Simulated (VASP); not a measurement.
# Hg (R-3m) in VASP: further runs, part 2 of 3

VASP 6.6.1.

### 4 Single point, PBE (strain -0.080 along x and y, +0.080 along z)

INCAR

```
SYSTEM = Hg
ALGO = Fast ; EDIFF = 1E-6
ENCUT = 520 ; GGA = PE
ISIF = 2 ; ISMEAR = 0
LASPH = .True. ; LCHARG = .True.
LELF = .True. ; LREAL = .False.
LVHAR = .True. ; LWAVE = .False.
NBANDS = 12 ; NELM = 100
PREC = Accurate ; SIGMA = 0.15
```

KPOINTS

```
k-points
0
Gamma
  18 18 18
  0 0 0
```

POSCAR

```
Hg
1.0
    1.5916004189      0.9189109303      2.4127200000
   -1.5916004189      0.9189109303      2.4127200000
    0.0000000000     -1.8378218605      2.4127200000
Hg
1
Direct
    0.0000000000      0.0000000000      0.0000000000
```

Potentials or basis: VASP PAW PBE potentials, release 64 (Hg).

Run with:

```
$ cat potpaw_PBE.64/Hg/POTCAR > POTCAR
$ mpirun -np 1 vasp_std > vasp.out
```

OUTCAR:

```text
SYSTEM = Hg
   EDIFF = 1E-6
   ENCUT = 520
   GGA = PE
   ISIF = 2
   ISMEAR = 0
   LASPH = .True.
   LREAL = .False.
   NELM = 100
   PREC = Accurate

 ion  position               nearest neighbor table
   1  0.000  0.000  0.000-

  LATTYP: Found a trigonal (rhomboedric) cell.
 ALAT       =     3.0329535093
 COS(alpha) =     0.4492346896

  Lattice vectors:

 A1 = (   1.5916004189,   0.9189109303,   2.4127200000)
 A2 = (  -1.5916004189,   0.9189109303,   2.4127200000)
 A3 = (   0.0000000000,  -1.8378218605,   2.4127200000)

Analysis of symmetry for initial positions (statically):
=====================================================================
 Subroutine PRICEL returns:
 Original cell was already a primitive cell.

 Routine SETGRP: Setting up the symmetry group for a
 trigonal (rhombohedral) supercell.

 Subroutine GETGRP returns: Found 12 space group operations
 (whereof 12 operations were pure point group operations)
 out of a pool of 12 trial point group operations.

The static configuration has the point symmetry D_3d.

Analysis of symmetry for dynamics (positions and initial velocities):
=====================================================================
 Subroutine PRICEL returns:
 Original cell was already a primitive cell.

 Routine SETGRP: Setting up the symmetry group for a
 trigonal (rhombohedral) supercell.

 Subroutine GETGRP returns: Found 12 space group operations
 (whereof 12 operations were pure point group operations)
 out of a pool of 12 trial point group operations.

The dynamic configuration has the point symmetry D_3d.

 Subroutine INISYM returns: Found 12 space group operations
 (whereof 12 operations are pure point group operations),
 and found     1 'primitive' translations

----------------------------------------------------------------------------------------

                                     Primitive cell

  volume of cell :      21.1722

  direct lattice vectors                    reciprocal lattice vectors
     1.591600419  0.918910930  2.412720000     0.314149201  0.181374126  0.138156659
    -1.591600419  0.918910930  2.412720000    -0.314149201  0.181374126  0.138156659
     0.000000000 -1.837821861  2.412720000     0.000000000 -0.362748252  0.138156659

  length of vectors
     3.032953509  3.032953509  3.032953509     0.388166918  0.388166918  0.388166918

  position of ions in fractional coordinates (direct lattice)
     0.000000000  0.000000000  0.000000000

  ion indices of the primitive-cell ions
   primitive index   ion index
                 1           1

----------------------------------------------------------------------------------------

 KPOINTS: k-points

Automatic generation of k-mesh.
 Grid dimensions read from file:
 generate k-points for:   18   18   18

 Generating k-lattice:

  Cartesian coordinates                     Fractional coordinates (reciprocal lattice)
     0.017452733  0.010076340  0.007675370     0.055555556  0.000000000  0.000000000
    -0.017452733  0.010076340  0.007675370     0.000000000  0.055555556  0.000000000
     0.000000000 -0.020152681  0.007675370     0.000000000  0.000000000  0.055555556

  Length of vectors
     0.021564829  0.021564829  0.021564829

  Shift w.r.t. Gamma in fractional coordinates (k-lattice)
     0.000000000  0.000000000  0.000000000

 Subroutine IBZKPT returns following result:
 ===========================================

 Found    580 irreducible k-points:

 Following reciprocal coordinates:
            Coordinates               Weight
  0.000000  0.000000  0.000000      1.000000
  0.055556  0.000000  0.000000      6.000000
  0.111111  0.000000  0.000000      6.000000
  0.166667  0.000000  0.000000      6.000000
  0.222222  0.000000  0.000000      6.000000
  0.277778  0.000000  0.000000      6.000000
[... 16 lines left out ...]
 -0.277778  0.055556  0.000000     12.000000
 -0.222222  0.055556 -0.000000     12.000000
 [... further k-points ...]
   k-points           NKPTS =    580   k-points in BZ     NKDIM =    580   number of bands    NBANDS=     12
   number of dos      NEDOS =    301   number of ions     NIONS =      1
   total plane-waves  NPLWV =  13824
   dimension x,y,z NGX =    24 NGY =   24 NGZ =   24
   dimension x,y,z NGXF=    48 NGYF=   48 NGZF=   48
   ions per type =               1
   NGX,Y,Z   is equivalent  to a cutoff of  13.16, 13.16, 13.16 a.u.
   NGXF,Y,Z  is equivalent  to a cutoff of  26.31, 26.31, 26.31 a.u.
 SYSTEM =  Hg
   PREC   = accura    normal or accurate (medium, high low for compatibility)
   ISTART =      0    job   : 0-new  1-cont  2-samecut
   ICHARG =      2    charge: 1-file 2-atom 10-const
   ISPIN  =      1    spin polarized calculation?
   LNONCOLLINEAR =      F non collinear calculations
   LSORBIT =      F    spin-orbit coupling
   LASPH  =      T    aspherical Exc in radial PAW
   ENCUT  =  520.0 eV  38.22 Ry    6.18 a.u.   5.64  5.64  5.64*2*pi/ulx,y,z
   NELM   =    100;   NELMIN=  2; NELMDL= -5     # of ELM steps
   EDIFF  = 0.1E-05   stopping-criterion for ELM
   LREAL  =      F    real-space projection
   EDIFFG = 0.1E-04   stopping-criterion for IOM
   NSW    =      0    number of steps for IOM
   IBRION =     -1    ionic relax: 0-MD 1-quasi-New 2-CG
   NFREE  =      0    steps in history (QN), initial steepest desc. (CG)
   ISIF   =      2    stress and relaxation
   ISYM   =      2    0-nonsym 1-usesym 2-fastsym
   POTIM  = 0.5000    time-step for ionic-motion
   TEBEG  =    0.0;   TEEND  =   0.0 temperature during run
   PSTRESS=    0.0 pullay stress
   NELECT =      12.0000    total number of electrons
   NUPDOWN=      -1.0000    fix difference up-down
   EMIN   =  10.00;   EMAX   =-10.00  energy-range for DOS
   EFERMI =   0.00;   METHOD = LEGACY
   ISMEAR =     0;   SIGMA  =   0.15  broadening in eV -4-tet -1-fermi 0-gaus
   EFERMI_NEDOS =   21; number of points for ismear=-14 and -15
   IALGO  =     68    algorithm
   IMIX   =      4    mixing-type and parameters
     AMIX     =   0.40;   BMIX     =  1.00
     AMIX_MAG =   1.60;   BMIX_MAG =  1.00
  volume/ion in A,a.u.               =      21.17       142.88
  Fermi-wavevector in a.u.,A,eV,Ry     =   1.354815  2.560229 24.973820  1.835524
  Thomas-Fermi vector in A             =   2.481955
   LORBIT       =      0    0 simple, 1 ext, 2 COOP (PROOUT), +10 PAW based schemes
   GGA     = PE    functional components
   LHFCALC =     F    Hartree Fock is set to
   AEXX    =    0.0000 exact exchange contribution
   IVDW    =     0    specifies the selected vdW correction
   LEPSILON=     F    determine dielectric tensor
   LRPA    =     F    only Hartree local field effects (RPA)
 non-spin polarized calculation
 RMM-DIIS sequential band-by-band and
 Gauss-broadening in eV      SIGMA  =   0.15
  energy-cutoff  :      520.00
  volume of cell :       21.17
 maximum number of plane-waves:       585
   NGX = 11   NGY = 11   NGZ = 11

 number of electron      11.9999998 magnetization

 Free energy of the ion-electron system (eV)
  ---------------------------------------------------
  ext. energy  EPLUGINS =         0.00000000
  ---------------------------------------------------
  free energy    TOTEN  =         0.02432479 eV

  energy without entropy =        0.02772827  energy(sigma->0) =        0.02602653

 E-fermi :   3.7308     XC(G=0): -11.4754

 val. band max:        3.7294445032   @ k =  -0.3889  -0.4444   0.3333
 cond. band min:       3.7585026546   @ k =  -0.3333   0.4444   0.2778
 fundamental gap:      0.0290581513
 Fermi energy:         3.7308197959

 k-point     1 :       0.0000    0.0000    0.0000
  band No.  band energies     occupation
      1      -6.3289      2.00000
      2      -3.9147      2.00000
      3      -3.9147      2.00000
      4      -3.4817      2.00000
      5      -2.9078      2.00000
      6      -2.9078      2.00000
      7      17.1530      0.00000
      8      18.5430      0.00000
      9      18.5430      0.00000
     10      21.4662      0.00000
     11      23.1533      0.00000
     12      24.5069      0.00000
[... 331 lines left out ...]
 k-point    24 :      -0.2222    0.0556   -0.0000
  band No.  band energies     occupation
      1      -5.1265      2.00000
      2      -3.8483      2.00000
      3      -3.6008      2.00000
      4      -3.3299      2.00000
      5      -2.8958      2.00000
      6      -2.6445      2.00000
      7      10.7882      0.00000
      8      16.2066      0.00000
      9      18.5348      0.00000
     10      20.9241      0.00000
     11      21.9780      0.00000
     12      23.4631      0.00000

 [... further k-points ...]
[... 5 lines left out ...]
  --------------------------------------------------------------------------------------
  -------------------------------------------------------------------------------------
  Total        1.5414407      1.5414407      1.5966869      0.0000000      0.0000000      0.0000000
  in kB      116.6465149    116.6465149    120.8272025      0.0000000      0.0000000      0.0000000
  external PRESSURE =     118.0400774 kB  Pullay stress =       0.0000000 kB

 VOLUME and BASIS-vectors are now :
 -----------------------------------------------------------------------------
  energy-cutoff  :      520.00
  volume of cell :       21.17
      direct lattice vectors                 reciprocal lattice vectors
     1.591600419  0.918910930  2.412720000     0.314149201  0.181374126  0.138156659
    -1.591600419  0.918910930  2.412720000    -0.314149201  0.181374126  0.138156659
     0.000000000 -1.837821861  2.412720000     0.000000000 -0.362748252  0.138156659

 POSITION                                       TOTAL-FORCE (eV/Angst)
 -----------------------------------------------------------------------------------
      0.00000      0.00000      0.00000         0.000000      0.000000      0.000000
 -----------------------------------------------------------------------------------
    total drift:                                0.000000     -0.000000     -0.000000

  FREE ENERGIE OF THE ION-ELECTRON SYSTEM (eV)
  ---------------------------------------------------
  free  energy   TOTEN  =         0.0243247864 eV

  energy  without entropy=        0.0277282704  energy(sigma->0) =        0.02602653
```

stdout:

```text
POSCAR found type information on POSCAR Hg
 POSCAR found :  1 types and       1 ions
 scaLAPACK will be used
 LDA part: xc-table for (Slater+PW92), standard interpolation
 POSCAR, INCAR and KPOINTS ok, starting setup
 FFT: planning ... GRIDC
 FFT: planning ... GRID_SOFT
 FFT: planning ... GRID
 WAVECAR not read
 entering main loop
```

Run time: 69 s. Hardware: 1 thread of Intel Xeon 8259CL, shared host; peak memory 0.26 GiB.

What came out:

```yaml
Free_energy: 0.0243 eV
Pressure: 11.8 GPa
Band_gap_on_the_k_mesh: zero (bands 6 and 7 overlap by 2.39 eV)
```

Levels at points of the mesh, in eV from the Fermi level:
```tsv
k point	band 3	band 4	band 5	band 6	band 7	band 8	band 9	band 10
(0.00, 0.00, 0.00)	-7.65	-7.21	-6.64	-6.64	13.42	14.81	14.81	17.74
(0.50, 0.00, 0.00)	-7.22	-6.17	-5.94	-2.28	-1.66	12.83	13.25	14.62
(0.50, 0.50, 0.00)	-6.11	-5.86	-5.76	-0.58	0.96	6.43	8.11	11.98
(0.50, 0.50, 0.50)	-7.52	-5.91	-5.91	-1.72	-0.48	12.17	12.17	12.35
```

Caveat: the cell differs from its parent crystal (strain -0.080 along x and y, +0.080 along z); the cell stands under pressure; spin-orbit coupling is left out, which moves the levels of the heavy elements.

### 5 Single point, PBE (strain +0.000 along x and y, -0.080 along z)

INCAR

```
SYSTEM = Hg
  PREC = Accurate
  ENCUT = 520
  EDIFF = 1E-6
  ISMEAR = 0
  SIGMA = 0.15
  LREAL = .FALSE.
  LASPH = .TRUE.
  NELM = 100
  ALGO = Fast
  ISIF = 2
  LWAVE = .FALSE.
  LCHARG = .FALSE.
  GGA = PE
  NBANDS = 12
```

KPOINTS

```
Automatic mesh
0
G
  18 18 18
  0 0 0
```

POSCAR

```
Hg
1.0
    1.7300004553      0.9988162286      2.0552800000
   -1.7300004553      0.9988162286      2.0552800000
    0.0000000000     -1.9976324571      2.0552800000
Hg
1
Direct
    0.0000000000      0.0000000000      0.0000000000
```

Run with:

```
$ cat potpaw_PBE.64/Hg/POTCAR > POTCAR
$ mpirun -np 1 vasp_std > vasp.out
```

Wall time 65 s (1 thread of Intel Xeon 8259CL, shared host); peak memory 0.26 GiB.

The run converged. Its results:

- Free energy: 0.0660 eV
- Pressure: 15.2 GPa
- Band gap on the k mesh: zero (bands 6 and 7 overlap by 3.95 eV)

Stress tensor (GPa, compression positive):
```
13.50  0.00  0.00
 0.00 13.50  0.00
 0.00  0.00 18.57
```

Levels at points of the mesh, in eV from the Fermi level:
| k point | band 3 | band 4 | band 5 | band 6 | band 7 | band 8 | band 9 | band 10 |
| --- | --- | --- | --- | --- | --- | --- | --- | --- |
| (0.00, 0.00, 0.00) | -8.60 | -6.51 | -6.43 | -6.43 | 12.00 | 12.63 | 12.63 | 17.37 |
| (0.50, 0.00, 0.00) | -6.78 | -6.53 | -6.34 | -2.65 | -2.18 | 12.95 | 13.41 | 18.47 |
| (0.50, 0.50, 0.00) | -6.56 | -6.41 | -5.46 | -0.35 | 1.36 | 4.00 | 9.93 | 11.77 |
| (0.50, 0.50, 0.50) | -8.00 | -5.54 | -5.54 | 0.28 | 2.91 | 8.87 | 8.87 | 10.43 |

Caveat: the cell differs from its parent crystal (strain +0.000 along x and y, -0.080 along z); the stress differs along the axes, from 13 to 19 GPa; spin-orbit coupling is left out, which moves the levels of the heavy elements.

(Part 2 of 3 ends here.)

The gap in the log of VASP goes by the Fermi energy; the results here count the filled bands.